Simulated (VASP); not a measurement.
# MnSe (Fm-3m) in VASP: single point with LDA

Aim: the single point of MnSe with LDA.

Everything below comes from runs of VASP 6.6.1. Logs are shortened: lines on timing, memory, paths and dates and some standing lists are left out, and cuts for length are marked.

## 1. The cell of the first run

The structure is cubic, space group Fm-3m (No. 225). The conventional cell has a = 5.440 Å, b = 5.440 Å, c = 5.440 Å, α = 90.00°, β = 90.00°, γ = 90.00°. Mn (site symmetry m-3m) has 6 Se at 2.72 Å within 3.6 Å. Within 3.6 Å of Se (site symmetry m-3m) lie 6 Mn at 2.72 Å.

## 2. Single point, LDA, collinear spin, ferromagnetic start

Input file INCAR:

```
SYSTEM = MnSe
PREC = Accurate ; ENCUT = 500
EDIFF = 1E-6 ; ISMEAR = -1
SIGMA = 0.01 ; LREAL = .False.
LASPH = .True. ; NELM = 200
ALGO = Normal ; ISIF = 2
LWAVE = .False. ; LCHARG = .True.
ISPIN = 2 ; MAGMOM = 2.8 0
LORBIT = 11 ; LMAXMIX = 4
LELF = .True. ; LVHAR = .True.
NBANDS = 20 ; GGA_COMPAT = .False.
```

Input file KPOINTS:

```
Automatic mesh
0
Gamma
  4 4 4
  0 0 0
```

Input file POSCAR:

```
MnSe
1.0
    0.0000000000      2.7200000000      2.7200000000
    2.7200000000      0.0000000000      2.7200000000
    2.7200000000      2.7200000000      0.0000000000
Mn Se
1 1
Direct
    0.0000000000      0.0000000000      0.0000000000
    0.5000000000      0.5000000000      0.5000000000
```

Potentials or basis: VASP PAW LDA potentials, release 64 (Mn_pv, Se).

Started as:

```bash
cat potpaw_LDA.64/Mn_pv/POTCAR potpaw_LDA.64/Se/POTCAR > POTCAR
mpirun -np 1 vasp_std > vasp.out
```

OUTCAR:

```text
SYSTEM = MnSe
   PREC = Accurate
   ENCUT = 500
   EDIFF = 1E-6
   ISMEAR = -1
   LREAL = .False.
   LASPH = .True.
   NELM = 200
   ISIF = 2
   ISPIN = 2
   LORBIT = 11

 ion  position               nearest neighbor table
   1  0.000  0.000  0.000-   2 2.72   2 2.72   2 2.72   2 2.72   2 2.72   2 2.72
   2  0.500  0.500  0.500-   1 2.72   1 2.72   1 2.72   1 2.72   1 2.72   1 2.72

  LATTYP: Found a face centered cubic cell.
 ALAT       =     5.4400000000

  Lattice vectors:

 A1 = (   0.0000000000,   2.7200000000,   2.7200000000)
 A2 = (   2.7200000000,   0.0000000000,   2.7200000000)
 A3 = (   2.7200000000,   2.7200000000,   0.0000000000)

Analysis of symmetry for initial positions (statically):
=====================================================================
 Subroutine PRICEL returns:
 Original cell was already a primitive cell.

 Routine SETGRP: Setting up the symmetry group for a
 face centered cubic supercell.

 Subroutine GETGRP returns: Found 48 space group operations
 (whereof 48 operations were pure point group operations)
 out of a pool of 48 trial point group operations.

The static configuration has the point symmetry O_h .

Analysis of symmetry for dynamics (positions and initial velocities):
=====================================================================
 Subroutine PRICEL returns:
 Original cell was already a primitive cell.

 Routine SETGRP: Setting up the symmetry group for a
 face centered cubic supercell.

 Subroutine GETGRP returns: Found 48 space group operations
 (whereof 48 operations were pure point group operations)
 out of a pool of 48 trial point group operations.

The dynamic configuration has the point symmetry O_h .

Analysis of structural, dynamic, and magnetic symmetry:
=====================================================================
 Subroutine PRICEL returns:
 Original cell was already a primitive cell.

 Routine SETGRP: Setting up the symmetry group for a
 face centered cubic supercell.

 Subroutine GETGRP returns: Found 48 space group operations
 (whereof 48 operations were pure point group operations)
 out of a pool of 48 trial point group operations.

The overall configuration has the point symmetry O_h .

 Subroutine INISYM returns: Found 48 space group operations
 (whereof 48 operations are pure point group operations),
 and found     1 'primitive' translations

----------------------------------------------------------------------------------------

                                     Primitive cell

  volume of cell :      40.2473

  direct lattice vectors                    reciprocal lattice vectors
     0.000000000  2.720000000  2.720000000    -0.183823529  0.183823529  0.183823529
     2.720000000  0.000000000  2.720000000     0.183823529 -0.183823529  0.183823529
     2.720000000  2.720000000  0.000000000     0.183823529  0.183823529 -0.183823529

  length of vectors
     3.846660890  3.846660890  3.846660890     0.318391693  0.318391693  0.318391693

  position of ions in fractional coordinates (direct lattice)
     0.000000000  0.000000000  0.000000000
     0.500000000  0.500000000  0.500000000

  ion indices of the primitive-cell ions
   primitive index   ion index
                 1           1
                 2           2

----------------------------------------------------------------------------------------

 KPOINTS: Automatic mesh

Automatic generation of k-mesh.
 Grid dimensions read from file:
 generate k-points for:    4    4    4

 Generating k-lattice:

  Cartesian coordinates                     Fractional coordinates (reciprocal lattice)
    -0.045955882  0.045955882  0.045955882     0.250000000  0.000000000  0.000000000
     0.045955882 -0.045955882  0.045955882     0.000000000  0.250000000  0.000000000
     0.045955882  0.045955882 -0.045955882     0.000000000  0.000000000  0.250000000

  Length of vectors
     0.079597923  0.079597923  0.079597923

  Shift w.r.t. Gamma in fractional coordinates (k-lattice)
     0.000000000  0.000000000  0.000000000

 Subroutine IBZKPT returns following result:
 ===========================================

 Found      8 irreducible k-points:

 Following reciprocal coordinates:
            Coordinates               Weight
  0.000000  0.000000  0.000000      1.000000
  0.250000  0.000000  0.000000      8.000000
  0.500000  0.000000  0.000000      4.000000
  0.250000  0.250000  0.000000      6.000000
  0.500000  0.250000  0.000000     24.000000
 -0.250000  0.250000  0.000000     12.000000
  0.500000  0.500000  0.000000      3.000000
 -0.250000  0.500000  0.250000      6.000000
   k-points           NKPTS =      8   k-points in BZ     NKDIM =      8   number of bands    NBANDS=     20
   number of dos      NEDOS =    301   number of ions     NIONS =      2
   total plane-waves  NPLWV =  21952
   dimension x,y,z NGX =    28 NGY =   28 NGZ =   28
   dimension x,y,z NGXF=    56 NGYF=   56 NGZF=   56
   ions per type =               1   1
   NGX,Y,Z   is equivalent  to a cutoff of  12.10, 12.10, 12.10 a.u.
   NGXF,Y,Z  is equivalent  to a cutoff of  24.20, 24.20, 24.20 a.u.
 SYSTEM =  MnSe
   PREC   = accura    normal or accurate (medium, high low for compatibility)
   ISTART =      0    job   : 0-new  1-cont  2-samecut
   ICHARG =      2    charge: 1-file 2-atom 10-const
   ISPIN  =      2    spin polarized calculation?
   LNONCOLLINEAR =      F non collinear calculations
   LSORBIT =      F    spin-orbit coupling
   LASPH  =      T    aspherical Exc in radial PAW
   ENCUT  =  500.0 eV  36.75 Ry    6.06 a.u.   7.01  7.01  7.01*2*pi/ulx,y,z
   NELM   =    200;   NELMIN=  2; NELMDL= -5     # of ELM steps
   EDIFF  = 0.1E-05   stopping-criterion for ELM
   LREAL  =      F    real-space projection
   EDIFFG = 0.1E-04   stopping-criterion for IOM
   NSW    =      0    number of steps for IOM
   IBRION =     -1    ionic relax: 0-MD 1-quasi-New 2-CG
   NFREE  =      0    steps in history (QN), initial steepest desc. (CG)
   ISIF   =      2    stress and relaxation
   ISYM   =      2    0-nonsym 1-usesym 2-fastsym
   POTIM  = 0.5000    time-step for ionic-motion
   TEBEG  =    0.0;   TEEND  =   0.0 temperature during run
   PSTRESS=    0.0 pullay stress
   NELECT =      19.0000    total number of electrons
   NUPDOWN=      -1.0000    fix difference up-down
   EMIN   =  10.00;   EMAX   =-10.00  energy-range for DOS
   EFERMI =   0.00;   METHOD = LEGACY
   ISMEAR =    -1;   SIGMA  =   0.01  broadening in eV -4-tet -1-fermi 0-gaus
   EFERMI_NEDOS =   21; number of points for ismear=-14 and -15
   IALGO  =     38    algorithm
   IMIX   =      4    mixing-type and parameters
     AMIX     =   0.40;   BMIX     =  1.00
     AMIX_MAG =   1.60;   BMIX_MAG =  1.00
  volume/ion in A,a.u.               =      20.12       135.80
  Fermi-wavevector in a.u.,A,eV,Ry     =   1.274717  2.408866 22.108155  1.624904
  Thomas-Fermi vector in A             =   2.407469
   LORBIT       =     11    0 simple, 1 ext, 2 COOP (PROOUT), +10 PAW based schemes
   GGA     = CA    functional components
   LHFCALC =     F    Hartree Fock is set to
   AEXX    =    0.0000 exact exchange contribution
   IVDW    =     0    specifies the selected vdW correction
   LEPSILON=     F    determine dielectric tensor
   LRPA    =     F    only Hartree local field effects (RPA)
 spin polarized calculation
  energy-cutoff  :      500.00
  volume of cell :       40.25
 maximum number of plane-waves:      1036
   NGX = 13   NGY = 13   NGZ = 13

 number of electron      19.0000000 magnetization       4.3746142

 Free energy of the ion-electron system (eV)
  ---------------------------------------------------
  ext. energy  EPLUGINS =         0.00000000
  ---------------------------------------------------
  free energy    TOTEN  =       -14.08585896 eV

  energy without entropy =      -14.08344163  energy(sigma->0) =      -14.08465029

 E-fermi :   5.5799     XC(G=0): -10.6635

 val. band max:        5.5189117243   @ k =   0.0000   0.0000   0.0000
 cond. band min:       5.5868468303   @ k =   0.5000   0.2500   0.0000
 fundamental gap:      0.0679351060
 Fermi energy:         5.5798678544

 spin component 1

 k-point     1 :       0.0000    0.0000    0.0000
  band No.  band energies     occupation
      1     -44.4495      1.00000
      2     -44.4495      1.00000
      3     -44.4495      1.00000
      4      -8.9978      1.00000
      5       2.4691      1.00000
      6       2.4691      1.00000
[... 12 lines left out ...]
     19      16.0942      0.00000
     20      16.0942      0.00000
[... 139 lines left out ...]
 k-point     8 :      -0.2500    0.5000    0.2500
  band No.  band energies     occupation
      1     -44.4527      1.00000
      2     -44.4527      1.00000
      3     -44.4515      1.00000
      4      -7.6276      1.00000
      5       0.5722      1.00000
      6       0.5722      1.00000
[... 12 lines left out ...]
     19      20.5497      0.00000
     20      21.4366      0.00000
 Fermi energy:         5.5798678544

 spin component 2

 k-point     1 :       0.0000    0.0000    0.0000
  band No.  band energies     occupation
      1     -40.5652      1.00000
      2     -40.5652      1.00000
      3     -40.5652      1.00000
      4      -8.7843      1.00000
      5       4.2664      1.00000
      6       4.2664      1.00000
[... 12 lines left out ...]
     19      17.1877      0.00000
     20      17.1877      0.00000
[... 139 lines left out ...]
 k-point     8 :      -0.2500    0.5000    0.2500
  band No.  band energies     occupation
      1     -40.5695      1.00000
      2     -40.5695      1.00000
      3     -40.5678      1.00000
      4      -7.4614      1.00000
      5       1.0469      1.00000
      6       1.0469      1.00000
[... 12 lines left out ...]
     19      20.6881      0.00000
     20      22.1001      0.00000

------------------------ aborting loop because EDIFF is reached ----------------------------------------

  FORCE on cell =-STRESS in cart. coord.  units (eV):
  Direction    XX          YY          ZZ          XY          YZ          ZX
  --------------------------------------------------------------------------------------
  -------------------------------------------------------------------------------------
  Total       -2.6828733     -2.6828733     -2.6828733      0.0000000     -0.0000000      0.0000000
  in kB     -106.8006846   -106.8006846   -106.8006846      0.0000000     -0.0000000      0.0000000
  external PRESSURE =    -106.8006846 kB  Pullay stress =       0.0000000 kB

 VOLUME and BASIS-vectors are now :
 -----------------------------------------------------------------------------
  energy-cutoff  :      500.00
  volume of cell :       40.25
      direct lattice vectors                 reciprocal lattice vectors
     0.000000000  2.720000000  2.720000000    -0.183823529  0.183823529  0.183823529
     2.720000000  0.000000000  2.720000000     0.183823529 -0.183823529  0.183823529
     2.720000000  2.720000000  0.000000000     0.183823529  0.183823529 -0.183823529

 POSITION                                       TOTAL-FORCE (eV/Angst)
 -----------------------------------------------------------------------------------
      0.00000      0.00000      0.00000         0.000000      0.000000     -0.000000
      2.72000      2.72000      2.72000        -0.000000     -0.000000      0.000000
 -----------------------------------------------------------------------------------
    total drift:                               -0.000000      0.000000      0.000000

  FREE ENERGIE OF THE ION-ELECTRON SYSTEM (eV)
  ---------------------------------------------------
  free  energy   TOTEN  =       -14.0858589565 eV

  energy  without entropy=      -14.0834416293  energy(sigma->0) =      -14.08465029

 total charge

# of ion       s       p       d       tot
------------------------------------------
    1        0.220   6.151   4.981  11.353
    2        1.452   2.359   0.034   3.845
--------------------------------------------------
tot          1.672   8.511   5.016  15.198

 magnetization (x)

# of ion       s       p       d       tot
------------------------------------------
    1        0.045   0.033   3.907   3.986
    2        0.020   0.038   0.013   0.071
--------------------------------------------------
tot          0.065   0.071   3.920   4.057
```

It took 30 s on 1 thread of Intel Xeon 8259CL, shared host; peak memory 0.15 GiB.

Results:

* Free energy: -14.0859 eV
* Pressure: -10.7 GPa
* Net moment: 4.37 μB per cell
* Site moments: Mn +3.99; Se +0.07 μB
* Valence electrons inside the program's atomic spheres: Mn 11.35; Se 3.85

Caveat: the k points lie up to 0.50 Å⁻¹ apart; a cell with one magnetic atom can't hold antiferromagnetic order, which such compounds often take; semilocal functionals often make such compounds metallic where correlation or magnetic order opens a gap, which also shifts bond lengths.
